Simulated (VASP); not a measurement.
# K (Im-3m) in VASP: relaxation of cell and atoms with PBEsol

Aim: the relaxation of cell and atoms of K with PBEsol.

Program: VASP 6.6.1. These are calculated values, not measurements. Logs are shortened: lines on timing, memory, paths and dates and some standing lists are left out, and cuts for length are marked.

**1. The cell of the first run**

Symmetry: Im-3m, No. 229, cubic system. The conventional cell has a = 5.236 Å, b = 5.236 Å, c = 5.236 Å, α = 90.00°, β = 90.00°, γ = 90.00°.

**2. Relaxation of cell and atoms, PBEsol**

Input file INCAR:

```
ALGO = Fast
EDIFF = 1E-6
EDIFFG = -0.01
ENCUT = 600
GGA = PS
IBRION = 2
ISIF = 3
ISMEAR = 0
LASPH = True
LCHARG = False
LREAL = False
LWAVE = False
NELM = 80
NSW = 100
PREC = Accurate
SIGMA = 0.1
```

Input file KPOINTS:

```
k-points
0
Gamma
  16 16 16
```

Input file POSCAR:

```
K
1.0
   -2.6180000000      2.6180000000      2.6180000000
    2.6180000000     -2.6180000000      2.6180000000
    2.6180000000      2.6180000000     -2.6180000000
K
1
Direct
    0.0000000000      0.0000000000      0.0000000000
```

Potentials or basis: VASP PAW PBE potentials, release 64 (K_sv).

Run with:

```console
> cat potpaw_PBE.64/K_sv/POTCAR > POTCAR
> mpirun -np 1 vasp_std > vasp.out
```

OUTCAR:

```text
EDIFF = 1E-6
   EDIFFG = -0.01
   ENCUT = 600
   GGA = PS
   IBRION = 2
   ISIF = 3
   ISMEAR = 0
   LASPH = True
   LREAL = False
   NELM = 80
   NSW = 100
   PREC = Accurate

 ion  position               nearest neighbor table
   1  0.000  0.000  0.000-

  LATTYP: Found a body centered cubic cell.
 ALAT       =     5.2360000000

  Lattice vectors:

 A1 = (  -2.6180000000,   2.6180000000,   2.6180000000)
 A2 = (   2.6180000000,  -2.6180000000,   2.6180000000)
 A3 = (   2.6180000000,   2.6180000000,  -2.6180000000)

Analysis of symmetry for initial positions (statically):
=====================================================================
 Subroutine PRICEL returns:
 Original cell was already a primitive cell.

 Routine SETGRP: Setting up the symmetry group for a
 body centered cubic supercell.

 Subroutine GETGRP returns: Found 48 space group operations
 (whereof 48 operations were pure point group operations)
 out of a pool of 48 trial point group operations.

The static configuration has the point symmetry O_h .

Analysis of symmetry for dynamics (positions and initial velocities):
=====================================================================
 Subroutine PRICEL returns:
 Original cell was already a primitive cell.

 Routine SETGRP: Setting up the symmetry group for a
 body centered cubic supercell.

 Subroutine GETGRP returns: Found 48 space group operations
 (whereof 48 operations were pure point group operations)
 out of a pool of 48 trial point group operations.

The dynamic configuration has the point symmetry O_h .

 Subroutine INISYM returns: Found 48 space group operations
 (whereof 48 operations are pure point group operations),
 and found     1 'primitive' translations

----------------------------------------------------------------------------------------

                                     Primitive cell

  volume of cell :      71.7743

  direct lattice vectors                    reciprocal lattice vectors
    -2.618000000  2.618000000  2.618000000     0.000000000  0.190985485  0.190985485
     2.618000000 -2.618000000  2.618000000     0.190985485  0.000000000  0.190985485
     2.618000000  2.618000000 -2.618000000     0.190985485  0.190985485  0.000000000

  length of vectors
     4.534509014  4.534509014  4.534509014     0.270094263  0.270094263  0.270094263

  position of ions in fractional coordinates (direct lattice)
     0.000000000  0.000000000  0.000000000

  ion indices of the primitive-cell ions
   primitive index   ion index
                 1           1

----------------------------------------------------------------------------------------

 KPOINTS: k-points

Automatic generation of k-mesh.
 Grid dimensions read from file:
 generate k-points for:   16   16   16

 Generating k-lattice:

  Cartesian coordinates                     Fractional coordinates (reciprocal lattice)
     0.000000000  0.011936593  0.011936593     0.062500000  0.000000000  0.000000000
     0.011936593  0.000000000  0.011936593     0.000000000  0.062500000  0.000000000
     0.011936593  0.011936593  0.000000000     0.000000000  0.000000000  0.062500000

  Length of vectors
     0.016880891  0.016880891  0.016880891

  Shift w.r.t. Gamma in fractional coordinates (k-lattice)
     0.000000000  0.000000000  0.000000000

 Subroutine IBZKPT returns following result:
 ===========================================

 Found    145 irreducible k-points:

 Following reciprocal coordinates:
            Coordinates               Weight
  0.000000  0.000000  0.000000      1.000000
  0.062500  0.000000  0.000000     12.000000
  0.125000  0.000000  0.000000     12.000000
  0.187500  0.000000  0.000000     12.000000
  0.250000  0.000000  0.000000     12.000000
  0.312500  0.000000  0.000000     12.000000
[... 16 lines left out ...]
  0.187500  0.187500  0.000000     24.000000
  0.250000  0.187500  0.000000     48.000000
 [... further k-points ...]
   k-points           NKPTS =    145   k-points in BZ     NKDIM =    145   number of bands    NBANDS=      8
   number of dos      NEDOS =    301   number of ions     NIONS =      1
   total plane-waves  NPLWV =  46656
   dimension x,y,z NGX =    36 NGY =   36 NGZ =   36
   dimension x,y,z NGXF=    72 NGYF=   72 NGZF=   72
   ions per type =               1
   NGX,Y,Z   is equivalent  to a cutoff of  13.20, 13.20, 13.20 a.u.
   NGXF,Y,Z  is equivalent  to a cutoff of  26.40, 26.40, 26.40 a.u.
 SYSTEM =  unknown system
   PREC   = accura    normal or accurate (medium, high low for compatibility)
   ISTART =      0    job   : 0-new  1-cont  2-samecut
   ICHARG =      2    charge: 1-file 2-atom 10-const
   ISPIN  =      1    spin polarized calculation?
   LNONCOLLINEAR =      F non collinear calculations
   LSORBIT =      F    spin-orbit coupling
   LASPH  =      T    aspherical Exc in radial PAW
   ENCUT  =  600.0 eV  44.10 Ry    6.64 a.u.   9.06  9.06  9.06*2*pi/ulx,y,z
   NELM   =     80;   NELMIN=  2; NELMDL= -5     # of ELM steps
   EDIFF  = 0.1E-05   stopping-criterion for ELM
   LREAL  =      F    real-space projection
   EDIFFG = -.1E-01   stopping-criterion for IOM
   NSW    =    100    number of steps for IOM
   IBRION =      2    ionic relax: 0-MD 1-quasi-New 2-CG
   NFREE  =      1    steps in history (QN), initial steepest desc. (CG)
   ISIF   =      3    stress and relaxation
   ISYM   =      2    0-nonsym 1-usesym 2-fastsym
   POTIM  = 0.5000    time-step for ionic-motion
   TEBEG  =    0.0;   TEEND  =   0.0 temperature during run
   PSTRESS=    0.0 pullay stress
   NELECT =       9.0000    total number of electrons
   NUPDOWN=      -1.0000    fix difference up-down
   EMIN   =  10.00;   EMAX   =-10.00  energy-range for DOS
   EFERMI =   0.00;   METHOD = LEGACY
   ISMEAR =     0;   SIGMA  =   0.10  broadening in eV -4-tet -1-fermi 0-gaus
   EFERMI_NEDOS =   21; number of points for ismear=-14 and -15
   IALGO  =     68    algorithm
   IMIX   =      4    mixing-type and parameters
     AMIX     =   0.40;   BMIX     =  1.00
     AMIX_MAG =   1.60;   BMIX_MAG =  1.00
  volume/ion in A,a.u.               =      71.77       484.36
  Fermi-wavevector in a.u.,A,eV,Ry     =   0.819406  1.548454  9.135317  0.671427
  Thomas-Fermi vector in A             =   1.930206
   LORBIT       =      0    0 simple, 1 ext, 2 COOP (PROOUT), +10 PAW based schemes
   GGA     = PS    functional components
   LHFCALC =     F    Hartree Fock is set to
   AEXX    =    0.0000 exact exchange contribution
   IVDW    =     0    specifies the selected vdW correction
   LEPSILON=     F    determine dielectric tensor
   LRPA    =     F    only Hartree local field effects (RPA)
 conjugate gradient relaxation of ions
 non-spin polarized calculation
 RMM-DIIS sequential band-by-band and
 Gauss-broadening in eV      SIGMA  =   0.10
  energy-cutoff  :      600.00
  volume of cell :       71.77
 maximum number of plane-waves:      2454
   NGX = 19   NGY = 19   NGZ = 19

--------------------------------------- Ionic step        1  -------------------------------------------

 number of electron       9.0000001 magnetization

 Free energy of the ion-electron system (eV)
  ---------------------------------------------------
  ext. energy  EPLUGINS =         0.00000000
  ---------------------------------------------------
  free energy    TOTEN  =        -1.13538561 eV

  energy without entropy =       -1.13161853  energy(sigma->0) =       -1.13350207

------------------------ aborting loop because EDIFF is reached ----------------------------------------

  FORCE on cell =-STRESS in cart. coord.  units (eV):
  Direction    XX          YY          ZZ          XY          YZ          ZX
  --------------------------------------------------------------------------------------
  -------------------------------------------------------------------------------------
  Total       -0.0202452     -0.0202452     -0.0202452      0.0000000      0.0000000     -0.0000000
  in kB       -0.4519220     -0.4519220     -0.4519220      0.0000000      0.0000000     -0.0000000
  external PRESSURE =      -0.4519220 kB  Pullay stress =       0.0000000 kB
[... 55 lines left out ...]
  energy  without entropy=       -1.1316743988  energy(sigma->0) =       -1.13355625

--------------------------------------- Ionic step        3  -------------------------------------------

 number of electron       9.0000000 magnetization

 Free energy of the ion-electron system (eV)
  ---------------------------------------------------
  ext. energy  EPLUGINS =         0.00000000
  ---------------------------------------------------
  free energy    TOTEN  =        -1.13549446 eV

  energy without entropy =       -1.13173681  energy(sigma->0) =       -1.13361563

 E-fermi :  -0.0923     XC(G=0):  -5.7783

 val. band max:       -0.0944571251   @ k =   0.3125   0.1875  -0.0000
 cond. band min:      -0.0692391275   @ k =  -0.4375   0.4375   0.0625
 fundamental gap:      0.0252179975
 Fermi energy:        -0.0923362324

 k-point     1 :       0.0000    0.0000    0.0000
  band No.  band energies     occupation
      1     -32.0725      2.00000
      2     -15.5798      2.00000
      3     -15.5798      2.00000
      4     -15.5798      2.00000
      5      -2.3021      2.00000
      6       4.2297      0.00000
      7       4.2297      0.00000
      8       4.2297      0.00000
[... 243 lines left out ...]
 k-point    24 :       0.2500    0.1875    0.0000
  band No.  band energies     occupation
      1     -32.0682      2.00000
      2     -15.6399      2.00000
      3     -15.6046      2.00000
      4     -15.5861      2.00000
      5      -0.5892      2.00000
      6       2.0551      0.00000
      7       2.6981      0.00000
      8       4.8247      0.00000

 [... further k-points ...]

------------------------ aborting loop because EDIFF is reached ----------------------------------------

  FORCE on cell =-STRESS in cart. coord.  units (eV):
  Direction    XX          YY          ZZ          XY          YZ          ZX
  --------------------------------------------------------------------------------------
  -------------------------------------------------------------------------------------
  Total        0.0055211      0.0055211      0.0055211      0.0000000      0.0000000     -0.0000000
  in kB        0.1242436      0.1242436      0.1242436      0.0000000      0.0000000     -0.0000000
  external PRESSURE =       0.1242436 kB  Pullay stress =       0.0000000 kB
[... 16 lines left out ...]
  FREE ENERGIE OF THE ION-ELECTRON SYSTEM (eV)
  ---------------------------------------------------
  free  energy   TOTEN  =        -1.1354944554 eV

  energy  without entropy=       -1.1317368111  energy(sigma->0) =       -1.13361563

 reached required accuracy - stopping structural energy minimisation
```

Run time: 4.3 min. Hardware: 1 thread of Intel Xeon 8259CL, shared host; peak memory 0.29 GiB.

Results:

| Quantity | Value |
| --- | --- |
| Free energy | -1.1355 eV |
| Relaxed volume | 71.20 Å³/atom |
| Relaxed cell | a = 4.522 Å, b = 4.522 Å, c = 4.522 Å, α = 109.47°, β = 109.47°, γ = 109.47° |
| Space group after relaxing (to 0.1 Å) | Im-3m (No. 229) |
| Energy gained by relaxing | 0.1 meV/atom |
| Ionic steps | 3 |
| Pressure after relaxing | 0.0 GPa |
| Band gap on the k mesh | zero (an odd number of electrons rules out a gap without spin polarisation) |

Step by step:
| step | energy change (eV) | largest force (eV/Å) | pressure (GPa) | volume (Å³) |
| --- | --- | --- | --- | --- |
| 1 | 0.0000 | 0.0000 | -0.05 | 71.77 |
| 2 | -0.0001 | 0.0000 | -0.03 | 71.56 |
| 3 | -0.0001 | 0.0000 | 0.01 | 71.20 |

Final structure:
```
CELL_PARAMETERS angstrom
-2.61096 2.61096 2.61096
2.61096 -2.61096 2.61096
2.61096 2.61096 -2.61096
ATOMIC_POSITIONS crystal
K 0.00000 0.00000 0.00000
```

Caveat: the PAW data sets were made with another functional, which shifts forces and pressure a little.
